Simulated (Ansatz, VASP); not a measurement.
## Zr3SiO8 in VASP and in Ansatz

```
CELL_PARAMETERS angstrom
3.42493 -3.42493 0.00000
3.42493 3.42493 0.00000
0.00000 0.00000 6.35014
ATOMIC_POSITIONS crystal
Si 0.50000 0.50000 0.00000
Zr 0.00000 0.00000 0.00000
Zr 0.00000 0.50000 0.50000
Zr 0.50000 0.00000 0.50000
O 0.25000 0.75000 0.33296
O 0.75000 0.25000 0.33296
O 0.25000 0.75000 0.83296
O 0.75000 0.25000 0.83296
O 0.25000 0.25000 0.66704
O 0.75000 0.75000 0.66704
O 0.25000 0.25000 0.16704
O 0.75000 0.75000 0.16704
```

Alike in both runs: task relaxation of cell and atoms; functional PBE; k mesh 6 × 6 × 4; occupations gaussian, width 0.02 eV; no spin polarisation.

|  | VASP | Ansatz |
| --- | --- | --- |
| version | VASP 6.6.1 | Ansatz 0.2.0 |
| potentials or method | VASP PAW PBE potentials, release 64 (Si, Zr_sv, O), cutoff 600 eV | scalar-relativistic, plane waves, PAW |
| valence electrons in the cell | 88 | 88 |

Ansatz gave:

- gap on the k mesh at the Fermi level, each at its own relaxed structure (eV): 3.85
- relaxed volume (Å³/atom): 10.79
- relaxed length of the cell vector where the two differ most in proportion (Å): 5.060

Task: Estimate VASP's values.

Result: gap on the k mesh at the Fermi level, each at its own relaxed structure (eV): 3.84; relaxed volume (Å³/atom): 10.79; relaxed length of the cell vector where the two differ most in proportion (Å): 5.066.
